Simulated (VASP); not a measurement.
Set up this calculation in VASP 6.6.1, as the native input.

| Property | Result |
| --- | --- |
| Task | single point |
| Functional | PBE |
| Potentials or basis | VASP PAW PBE potentials, release 64 (Hf_pv, Te) |
| Cutoff | 520 eV |
| k mesh | 8 × 8 × 8 |
| Occupations | gaussian, width 0.1 eV |
| Spin | no spin polarisation |
| Dipole correction | no |
| Further INCAR settings | ALGO = Fast; EDIFF = 1e-06; NBANDS = 31 |

The structure of Hf4Te lies in POSCAR:

```
Hf4Te
1.0
    5.1990887642      0.0000000000      0.0000000000
    0.0000000000      5.1990887642      0.0000000000
    0.0000000000      0.0000000000      5.1990887642
Hf Te
4 1
Direct
    0.5000000000      0.5000000000      0.5000000000
    0.0000000000      0.5000000000      0.5000000000
    0.5000000000      0.0000000000      0.5000000000
    0.5000000000      0.5000000000      0.0000000000
    0.0000000000      0.0000000000      0.0000000000
```

One way to write it, as run:

INCAR

```
SYSTEM = Hf4Te
  PREC = Accurate
  ENCUT = 520
  EDIFF = 1E-6
  ISMEAR = 0
  SIGMA = 0.1
  LREAL = .FALSE.
  LASPH = .TRUE.
  NELM = 60
  ALGO = Fast
  ISIF = 2
  LWAVE = .FALSE.
  LCHARG = .FALSE.
  GGA = PE
  NBANDS = 31
```

KPOINTS

```
Automatic mesh
0
G
  8 8 8
  0 0 0
```

Potentials or basis: VASP PAW PBE potentials, release 64 (Hf_pv, Te).

Launch:

```bash
$ cat potpaw_PBE.64/Hf_pv/POTCAR potpaw_PBE.64/Te/POTCAR > POTCAR
$ mpirun -np 1 vasp_std > vasp.out
```

It gave:

```yaml
Pressure: -0.4 GPa
Band_gap_on_the_k_mesh: zero (band 23 reaches 4.82 eV, above the bottom of band 24 at 3.41 eV)
```

Caveat: spin-orbit coupling is left out, which moves the levels of the heavy elements.

Wall time 96 s on 1 thread of Intel(R) Xeon(R) 6975P-C (Granite Rapids) (shared host), peak memory 0.32 GiB.
